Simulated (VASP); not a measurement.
Os, 2 atoms in the cell. Symmetry: P6_3/mmc, No. 194, hexagonal system. Conventional cell: a = 2.798 Å, b = 2.798 Å, c = 4.419 Å, α = 90.00°, β = 90.00°, γ = 120.00°. Os (site symmetry -6m2) has 12 Os at 2.74 to 2.80 Å within 3.6 Å.  This cell differs from its parent crystal: volume scaled by 1.05.

```yaml
Program: VASP 6.6.1
Task: electric field gradients
Functional: PBE
Potentials_or_basis: VASP PAW PBE potentials, release 64 (Os)
Cutoff: 520 eV
k_mesh: 16 × 16 × 9
Occupations: fermi-dirac, width 0.03 eV
Spin: no spin polarisation
Dipole_correction: no
Further_INCAR_settings: ALGO = Normal; EDIFF = 1e-08; NBANDS = 15
```

Potentials or basis: VASP PAW PBE potentials, release 64 (Os).

The run is started by

```bash
$ cat potpaw_PBE.64/Os/POTCAR > POTCAR
$ mpirun -np 1 vasp_std > vasp.out
```

Hardware: 1 thread of Intel(R) Xeon(R) Platinum 8375C CPU @ 2.90GHz (Ice Lake), on a shared host.

Question: Estimate the wall time of this run.

Answer: Run time: 76 s on 1 thread of Intel(R) Xeon(R) Platinum 8375C CPU @ 2.90GHz (Ice Lake), with other jobs on the host, peak memory 0.19 GiB. Counts: scf iterations 16, k points 150.
